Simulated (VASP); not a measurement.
# CdSe (P6_3mc) in VASP: notebook

CdSe is run at these levels: r2SCAN; tasks: single point.

All numbers are computed with VASP 6.6.1; they aren't measurements. Logs are shortened: lines on timing, memory, paths and dates and some standing lists are left out, and cuts for length are marked.

**1. The cell of the first run**

It takes space group P6_3mc (No. 186, hexagonal). Conventional cell: a = 4.253 Å, b = 4.253 Å, c = 7.163 Å, α = 90.00°, β = 90.00°, γ = 120.00°. Cd (site symmetry 3m) has 4 Se at 2.61 to 2.69 Å within 3.4 Å. Se (site symmetry 3m) has 4 Cd at 2.61 to 2.69 Å within 3.4 Å.

**2. Single point, r2SCAN (in-plane strain -0.02)**

POSCAR

```
CdSe
1.0
    4.2532411902      0.0000000000      0.0000000000
   -2.1266205951      3.6834149191      0.0000000000
    0.0000000000      0.0000000000      7.1626696274
Cd Se
2 2
Direct
    0.3333333333      0.6666666667      0.0045374022
    0.6666666667      0.3333333333      0.5045374022
    0.3333333333      0.6666666667      0.3804625978
    0.6666666667      0.3333333333      0.8804625978
```

INCAR.step1

```
SYSTEM = CdSe
PREC     = Accurate       ! precision mode
ENCUT    = 520            ! plane-wave cutoff, eV
ISMEAR   = 0              ! smearing method
SIGMA    = 0.01           ! smearing width, eV
LREAL    = .False.        ! projectors in reciprocal space
LASPH    = .True.         ! aspherical terms in the spheres
NELM     = 100            ! most SCF steps
NBANDS   = 26             ! bands
GGA      = PE             ! functional
ALGO     = Normal         ! electronic algorithm
EDIFF    = 1E-4           ! SCF threshold, eV
LWAVE    = .True.         ! write WAVECAR
LCHARG   = .False.        ! write CHGCAR
```

INCAR.step2

```
SYSTEM = CdSe
PREC     = Accurate       ! precision mode
ENCUT    = 520            ! plane-wave cutoff, eV
EDIFF    = 1E-6           ! SCF threshold, eV
ISMEAR   = 0              ! smearing method
SIGMA    = 0.01           ! smearing width, eV
LREAL    = .False.        ! projectors in reciprocal space
LASPH    = .True.         ! aspherical terms in the spheres
NELM     = 100            ! most SCF steps
ALGO     = Normal         ! electronic algorithm
ISIF     = 2              ! what is computed and relaxed
LWAVE    = .False.        ! write WAVECAR
LCHARG   = .False.        ! write CHGCAR
METAGGA  = R2SCAN         ! meta-GGA
LMIXTAU  = .True.       
NBANDS   = 26             ! bands
ISTART   = 1
```

KPOINTS

```
regular mesh
0
Gamma
  6 6 4
  0 0 0
```

Potentials or basis: VASP PAW PBE potentials, release 64 (Cd, Se).

Run with:

```sh
$ cat potpaw_PBE.64/Cd/POTCAR potpaw_PBE.64/Se/POTCAR > POTCAR
$ cp INCAR.step1 INCAR
$ mpirun -np 1 vasp_std > vasp.out
$ cp INCAR.step2 INCAR
$ mpirun -np 1 vasp_std > vasp.out
```

OUTCAR:

```text
SYSTEM = CdSe
   PREC = Accurate
   ENCUT = 520
   EDIFF = 1E-6
   ISMEAR = 0
   LREAL = .False.
   LASPH = .True.
   NELM = 100
   ISIF = 2
   METAGGA = R2SCAN
   ISTART = 1

 ion  position               nearest neighbor table
   1  0.333  0.667  0.005-   4 2.61   4 2.61   4 2.61   3 2.69
   2  0.667  0.333  0.505-   3 2.61   3 2.61   3 2.61   4 2.69
   3  0.333  0.667  0.380-   2 2.61   2 2.61   2 2.61   1 2.69
   4  0.667  0.333  0.880-   1 2.61   1 2.61   1 2.61   2 2.69

  LATTYP: Found a hexagonal cell.
 ALAT       =     4.2532411902
 C/A-ratio  =     1.6840497181

  Lattice vectors:

 A1 = (   4.2532411902,   0.0000000000,   0.0000000000)
 A2 = (  -2.1266205951,   3.6834149191,   0.0000000000)
 A3 = (   0.0000000000,   0.0000000000,   7.1626696274)

Analysis of symmetry for initial positions (statically):
=====================================================================
 Subroutine PRICEL returns:
 Original cell was already a primitive cell.

 Routine SETGRP: Setting up the symmetry group for a
 hexagonal supercell.

 Subroutine GETGRP returns: Found 12 space group operations
 (whereof  6 operations were pure point group operations)
 out of a pool of 24 trial point group operations.

The static configuration has the point symmetry C_3v.
 The point group associated with its full space group is C_6v.

Analysis of symmetry for dynamics (positions and initial velocities):
=====================================================================
 Subroutine PRICEL returns:
 Original cell was already a primitive cell.

 Routine SETGRP: Setting up the symmetry group for a
 hexagonal supercell.

 Subroutine GETGRP returns: Found 12 space group operations
 (whereof  6 operations were pure point group operations)
 out of a pool of 24 trial point group operations.

The dynamic configuration has the point symmetry C_3v.
 The point group associated with its full space group is C_6v.

 Subroutine INISYM returns: Found 12 space group operations
 (whereof  6 operations are pure point group operations),
 and found     1 'primitive' translations

----------------------------------------------------------------------------------------

                                     Primitive cell

  volume of cell :     112.2136

  direct lattice vectors                    reciprocal lattice vectors
     4.253241190  0.000000000  0.000000000     0.235114811  0.135743600  0.000000000
    -2.126620595  3.683414919  0.000000000     0.000000000  0.271487199  0.000000000
     0.000000000  0.000000000  7.162669627     0.000000000  0.000000000  0.139612749

  length of vectors
     4.253241190  4.253241190  7.162669627     0.271487199  0.271487199  0.139612749

  position of ions in fractional coordinates (direct lattice)
     0.333333333  0.666666667  0.004537402
     0.666666667  0.333333333  0.504537402
     0.333333333  0.666666667  0.380462598
     0.666666667  0.333333333  0.880462598

  ion indices of the primitive-cell ions
   primitive index   ion index
                 1           1
                 2           2
                 3           3
                 4           4

----------------------------------------------------------------------------------------

 KPOINTS: regular mesh

Automatic generation of k-mesh.
 Grid dimensions read from file:
 generate k-points for:    6    6    4

 Generating k-lattice:

  Cartesian coordinates                     Fractional coordinates (reciprocal lattice)
     0.039185802  0.022623933  0.000000000     0.166666667  0.000000000  0.000000000
     0.000000000  0.045247867  0.000000000     0.000000000  0.166666667  0.000000000
     0.000000000  0.000000000  0.034903187     0.000000000  0.000000000  0.250000000

  Length of vectors
     0.045247867  0.045247867  0.034903187

  Shift w.r.t. Gamma in fractional coordinates (k-lattice)
     0.000000000  0.000000000  0.000000000

 Subroutine IBZKPT returns following result:
 ===========================================

 Found     21 irreducible k-points:

 Following reciprocal coordinates:
            Coordinates               Weight
  0.000000  0.000000  0.000000      1.000000
  0.166667 -0.000000  0.000000      6.000000
  0.333333 -0.000000  0.000000      6.000000
  0.500000 -0.000000  0.000000      3.000000
  0.166667  0.166667  0.000000      6.000000
  0.333333  0.166667  0.000000     12.000000
[... 13 lines left out ...]
  0.333333  0.166667  0.500000     12.000000
  0.333333  0.333333  0.500000      2.000000
   k-points           NKPTS =     21   k-points in BZ     NKDIM =     21   number of bands    NBANDS=     26
   number of dos      NEDOS =    301   number of ions     NIONS =      4
   total plane-waves  NPLWV =  55296
   dimension x,y,z NGX =    32 NGY =   32 NGZ =   54
   dimension x,y,z NGXF=    64 NGYF=   64 NGZF=  108
   ions per type =               2   2
   NGX,Y,Z   is equivalent  to a cutoff of  12.51, 12.51, 12.53 a.u.
   NGXF,Y,Z  is equivalent  to a cutoff of  25.02, 25.02, 25.07 a.u.
 SYSTEM =  CdSe
   PREC   = accura    normal or accurate (medium, high low for compatibility)
   ISTART =      1    job   : 0-new  1-cont  2-samecut
   ICHARG =      0    charge: 1-file 2-atom 10-const
   ISPIN  =      1    spin polarized calculation?
   LNONCOLLINEAR =      F non collinear calculations
   LSORBIT =      F    spin-orbit coupling
   LASPH  =      T    aspherical Exc in radial PAW
   ENCUT  =  520.0 eV  38.22 Ry    6.18 a.u.   7.91  7.91 13.32*2*pi/ulx,y,z
   NELM   =    100;   NELMIN=  2; NELMDL=  0     # of ELM steps
   EDIFF  = 0.1E-05   stopping-criterion for ELM
   LREAL  =      F    real-space projection
   EDIFFG = 0.1E-04   stopping-criterion for IOM
   NSW    =      0    number of steps for IOM
   IBRION =     -1    ionic relax: 0-MD 1-quasi-New 2-CG
   NFREE  =      0    steps in history (QN), initial steepest desc. (CG)
   ISIF   =      2    stress and relaxation
   ISYM   =      2    0-nonsym 1-usesym 2-fastsym
   POTIM  = 0.5000    time-step for ionic-motion
   TEBEG  =    0.0;   TEEND  =   0.0 temperature during run
   PSTRESS=    0.0 pullay stress
   NELECT =      36.0000    total number of electrons
   NUPDOWN=      -1.0000    fix difference up-down
   EMIN   =  10.00;   EMAX   =-10.00  energy-range for DOS
   EFERMI =   0.00;   METHOD = LEGACY
   ISMEAR =     0;   SIGMA  =   0.01  broadening in eV -4-tet -1-fermi 0-gaus
   EFERMI_NEDOS =   21; number of points for ismear=-14 and -15
   IALGO  =     38    algorithm
   IMIX   =      4    mixing-type and parameters
     AMIX     =   0.40;   BMIX     =  1.00
     AMIX_MAG =   1.60;   BMIX_MAG =  1.00
  volume/ion in A,a.u.               =      28.05       189.31
  Fermi-wavevector in a.u.,A,eV,Ry     =   1.120711  2.117838 17.088838  1.255994
  Thomas-Fermi vector in A             =   2.257360
   LORBIT       =      0    0 simple, 1 ext, 2 COOP (PROOUT), +10 PAW based schemes
   METAGGA = R2SCAN    functional components
   LHFCALC =     F    Hartree Fock is set to
   AEXX    =    0.0000 exact exchange contribution
   IVDW    =     0    specifies the selected vdW correction
   LEPSILON=     F    determine dielectric tensor
   LRPA    =     F    only Hartree local field effects (RPA)
 non-spin polarized calculation
 Gauss-broadening in eV      SIGMA  =   0.01
  energy-cutoff  :      520.00
  volume of cell :      112.21
 maximum number of plane-waves:      3042
 NGX is ok and might be reduce to    32
   NGX = 15   NGY = 15   NGZ = 27

 number of electron      35.9999993 magnetization

 Free energy of the ion-electron system (eV)
  ---------------------------------------------------
  ext. energy  EPLUGINS =         0.00000000
  ---------------------------------------------------
  free energy    TOTEN  =       -71.78545011 eV

  energy without entropy =      -71.78545011  energy(sigma->0) =      -71.78545011

 E-fermi :   0.8033     XC(G=0):  -9.4341

 val. band max:        0.7062391255   @ k =   0.0000   0.0000   0.0000
 cond. band min:       1.8196203835   @ k =   0.0000   0.0000   0.0000
 fundamental gap:      1.1133812579
 Fermi energy:         0.8033086318

 k-point     1 :       0.0000    0.0000    0.0000
  band No.  band energies     occupation
      1     -12.3762      2.00000
      2     -12.0176      2.00000
      3      -7.5104      2.00000
      4      -7.5104      2.00000
      5      -7.4805      2.00000
      6      -7.4451      2.00000
[... 18 lines left out ...]
     25       8.3077      0.00000
     26       8.6414      0.00000

 k-point     2 :       0.1667   -0.0000    0.0000
  band No.  band energies     occupation
      1     -12.2880      2.00000
      2     -11.9733      2.00000
      3      -7.4766      2.00000
      4      -7.4595      2.00000
      5      -7.4321      2.00000
      6      -7.4000      2.00000
[... 18 lines left out ...]
     25       8.2645      0.00000
     26       8.9704      0.00000

 k-point     3 :       0.3333   -0.0000    0.0000
  band No.  band energies     occupation
      1     -12.0976      2.00000
      2     -11.8954      2.00000
      3      -7.4209      2.00000
      4      -7.4129      2.00000
      5      -7.3110      2.00000
      6      -7.2926      2.00000
[... 18 lines left out ...]
     25       8.8653      0.00000
     26       9.6131      0.00000

 k-point     4 :       0.5000   -0.0000    0.0000
  band No.  band energies     occupation
      1     -11.9855      2.00000
      2     -11.8720      2.00000
      3      -7.4013      2.00000
      4      -7.3984      2.00000
      5      -7.2696      2.00000
      6      -7.2158      2.00000
[... 18 lines left out ...]
     25       8.9858      0.00000
     26      11.0228      0.00000
[... 409 lines left out ...]
      1     -12.0269      2.00000
      2     -12.0269      2.00000
      3      -7.3947      2.00000
      4      -7.3947      2.00000
      5      -7.3631      2.00000
      6      -7.3631      2.00000
[... 18 lines left out ...]
     25       8.7704      0.00000
     26       8.7704      0.00000

 k-point    20 :       0.3333    0.1667    0.5000
  band No.  band energies     occupation
      1     -11.9245      2.00000
      2     -11.9245      2.00000
      3      -7.3513      2.00000
      4      -7.3513      2.00000
      5      -7.3281      2.00000
      6      -7.3281      2.00000
[... 18 lines left out ...]
     25       9.2976      0.00000
     26       9.2976      0.00000

 k-point    21 :       0.3333    0.3333    0.5000
  band No.  band energies     occupation
      1     -11.8913      2.00000
      2     -11.8913      2.00000
      3      -7.3382      2.00000
      4      -7.3382      2.00000
      5      -7.3114      2.00000
      6      -7.3114      2.00000
[... 18 lines left out ...]
     25      10.0678      0.00000
     26      10.0678      0.00000

------------------------ aborting loop because EDIFF is reached ----------------------------------------

  FORCE on cell =-STRESS in cart. coord.  units (eV):
  Direction    XX          YY          ZZ          XY          YZ          ZX
  --------------------------------------------------------------------------------------
  -------------------------------------------------------------------------------------
  Total        2.0756066      2.0756066     -0.0678213      0.0000000      0.0000000      0.0000000
  in kB       29.6353492     29.6353492     -0.9683477      0.0000000      0.0000000      0.0000000
  external PRESSURE =      19.4341169 kB  Pullay stress =       0.0000000 kB

 VOLUME and BASIS-vectors are now :
 -----------------------------------------------------------------------------
  energy-cutoff  :      520.00
  volume of cell :      112.21
      direct lattice vectors                 reciprocal lattice vectors
     4.253241190  0.000000000  0.000000000     0.235114811  0.135743600  0.000000000
    -2.126620595  3.683414919  0.000000000     0.000000000  0.271487199  0.000000000
     0.000000000  0.000000000  7.162669627     0.000000000  0.000000000  0.139612749

 POSITION                                       TOTAL-FORCE (eV/Angst)
 -----------------------------------------------------------------------------------
     -0.00000      2.45561      0.03250         0.000000     -0.000000      0.243044
      2.12662      1.22780      3.61383        -0.000000      0.000000      0.243044
     -0.00000      2.45561      2.72513        -0.000000      0.000000     -0.243044
      2.12662      1.22780      6.30646        -0.000000      0.000000     -0.243044
 -----------------------------------------------------------------------------------
    total drift:                               -0.000000      0.000000      0.004174

  FREE ENERGIE OF THE ION-ELECTRON SYSTEM (eV)
  ---------------------------------------------------
  free  energy   TOTEN  =       -71.7854501145 eV

  energy  without entropy=      -71.7854501145  energy(sigma->0) =      -71.78545011
```

Run time: 5 min. Hardware: 1 thread of Intel Xeon 8259CL, shared host; peak memory 0.26 GiB.

What came out:

```yaml
Free_energy: -71.7855 eV
Pressure: 1.9 GPa
Largest_force: 0.243 eV/Å
Band_gap_on_the_k_mesh: 1.11 eV
```

Forces on the atoms (eV/Å):
```
Cd   0.000  0.000  0.243
Cd   0.000  0.000  0.243
Se   0.000  0.000 -0.243
Se   0.000  0.000 -0.243
```

Caveat: the cell differs from its parent crystal (in-plane strain -0.02); the PAW data sets were made with another functional, which shifts forces and pressure a little.

**3. Single point, r2SCAN (in-plane strain -0.02, then relaxed in part)**

POSCAR

```
CdSe
1.0
    4.2532411901      0.0000000000      0.0000000000
   -2.1266205951      3.6834149191      0.0000000000
    0.0000000000      0.0000000000      7.2064384829
Cd Se
2 2
Direct
    0.3333333333      0.6666666667      0.0087848199
    0.6666666667      0.3333333333      0.5087848199
    0.3333333333      0.6666666667      0.3762151801
    0.6666666667      0.3333333333      0.8762151801
```

INCAR.step1

```
  ALGO = Normal
  EDIFF = 1E-4
  ENCUT = 520
  GGA = PE
  ISMEAR = 0
  LASPH = T
  LCHARG = F
  LREAL = F
  LWAVE = T
  NBANDS = 26
  NELM = 60
  PREC = Accurate
  SIGMA = 0.01
```

INCAR.step2

```
  ALGO = Normal
  EDIFF = 1E-7
  ENCUT = 520
  ISIF = 2
  ISMEAR = 0
  ISTART = 1
  LASPH = T
  LCHARG = F
  LMIXTAU = T
  LREAL = F
  LWAVE = F
  METAGGA = R2SCAN
  NBANDS = 26
  NELM = 60
  PREC = Accurate
  SIGMA = 0.01
```

KPOINTS

```
k-points
0
Gamma
  6 6 4
```

Potentials or basis: VASP PAW PBE potentials, release 64 (Cd, Se).

Run with:

```sh
$ cat potpaw_PBE.64/Cd/POTCAR potpaw_PBE.64/Se/POTCAR > POTCAR
$ cp INCAR.step1 INCAR
$ mpirun -np 1 vasp_std > vasp.out
$ cp INCAR.step2 INCAR
$ mpirun -np 1 vasp_std > vasp.out
```

Wall time 5.3 min (1 thread of Intel Xeon 8259CL, shared host); peak memory 0.27 GiB.

It converged, with:

- Free energy: -71.8013 eV
- Pressure: 1.4 GPa
- Largest force: 0.004 eV/Å
- Band gap on the k mesh: 1.05 eV

Forces on the atoms (eV/Å):
```
Cd   0.000  0.000  0.004
Cd   0.000  0.000  0.004
Se   0.000  0.000 -0.004
Se   0.000  0.000 -0.004
```

Stress tensor (GPa, compression positive):
```
1.99 0.00 0.00
0.00 1.99 0.00
0.00 0.00 0.26
```

Levels at points of the mesh, in eV from the valence-band top:
```tsv
k point	band 16	band 17	band 18	band 19	band 20	band 21
(0.00, 0.00, 0.00)	-0.23	0.00	0.00	1.05	2.90	6.33
(0.50, 0.00, 0.00)	-1.82	-1.47	-0.76	3.55	3.83	4.86
(0.00, 0.00, 0.50)	-0.38	-0.38	-0.38	2.88	2.88	6.15
(0.50, 0.00, 0.50)	-1.56	-1.33	-1.33	3.18	3.18	5.24
```

Caveat: the cell differs from its parent crystal (in-plane strain -0.02, then relaxed in part); the PAW data sets were made with another functional, which shifts forces and pressure a little.
